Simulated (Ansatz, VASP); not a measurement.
One calculation of WS2, two programs

POSCAR

```
WS2
1.0
    3.1835163552      0.0000000000      0.0000000000
   -1.5917581776      2.7570060369      0.0000000000
    0.0000000000      0.0000000000     16.9505778900
W S
1 2
Direct
    0.0000000000      0.0000000000      0.0000000000
    0.3333333333      0.6666666667      0.0920005100
    0.3333333333      0.6666666667      0.9079994900
```

The input INCAR.step1:

```
PREC = Accurate
ENCUT = 520
EDIFF = 1E-5
ISMEAR = -1
SIGMA = 0.05
LREAL = F
LASPH = T
NELM = 100
ALGO = Normal
ISIF = 2
LWAVE = T
LCHARG = F
GGA = PE
NBANDS = 20
```

File INCAR.step2:

```
PREC = Accurate
ENCUT = 520
EDIFF = 1E-7
ISMEAR = -1
SIGMA = 0.05
LREAL = F
LASPH = T
NELM = 100
ALGO = Normal
ISIF = 2
LWAVE = F
LCHARG = F
GGA = PE
LHFCALC = T
AEXX = 0.25
PRECFOCK = Normal
ISTART = 1
NBANDS = 20
```

File KPOINTS:

```
Automatic mesh
0
Gamma
  6 6 1
```

The input input.yaml:

```yaml
crystal:
  lattice:
    - [3.1835163552, 0.0, 0.0]
    - [-1.5917581776, 2.7570060369, 0.0]
    - [0.0, 0.0, 16.95057789]
  atoms:
    - { symbol: W, position: [0.0, 0.0, 0.0] }
    - { symbol: S, position: [0.3333333333, 0.6666666667, 0.09200051] }
    - { symbol: S, position: [0.3333333333, 0.6666666667, 0.90799949] }
hamiltonian:
  xc: pbe0
  pseudopotentials: { kind: paw }
kpoints:
  mp_grid: { grid: [6, 6, 1] }
  band_path:
    path:
      - [[0.0, 0.0, 0.0], [0.5, 0.0, 0.0], [0.3333333333, 0.3333333333, 0.0], [0.0, 0.0, 0.0], [0.0, 0.0, 0.5], [0.5, 0.0, 0.5], [0.3333333333, 0.3333333333, 0.5], [0.0, 0.0, 0.5]]
      - [[0.5, 0.0, 0.5], [0.5, 0.0, 0.0]]
      - [[0.3333333333, 0.3333333333, 0.0], [0.3333333333, 0.3333333333, 0.5]]
    npoints: 4
scf:
  occupations: { method: fermi_dirac, width: 0.05 }
  n_extra_bands: 7
output:
  forces: true
  stress: true
  eigenvalues: true
  fatbands: false
```

Alike in both runs: functional PBE0; k mesh 6 × 6 × 1; occupations fermi-dirac, width 0.05 eV; no spin polarisation.

|  | VASP | Ansatz |
| --- | --- | --- |
| version | VASP 6.6.1 | Ansatz 0.2.0 |
| potentials or method | VASP PAW PBE potentials, release 64 (W_sv, S) | Ansatz PAW |
| plane-wave cutoff (eV) | 520 | 420 |
| valence electrons in the cell | 26 | 26 |
| task | single point | band structure |

```tsv
	VASP	Ansatz	Ansatz less VASP
gap on the k mesh at the Fermi level (eV)	2.97	2.94	-0.033
least direct gap on the mesh (eV)	2.97	2.94	-0.033
rms of the force components (eV/Å)	0.121	0.098	-0.0232
```

Atom by atom the forces differ by 0.023 eV/Å (rms over components).

Spin-orbit coupling is off throughout.
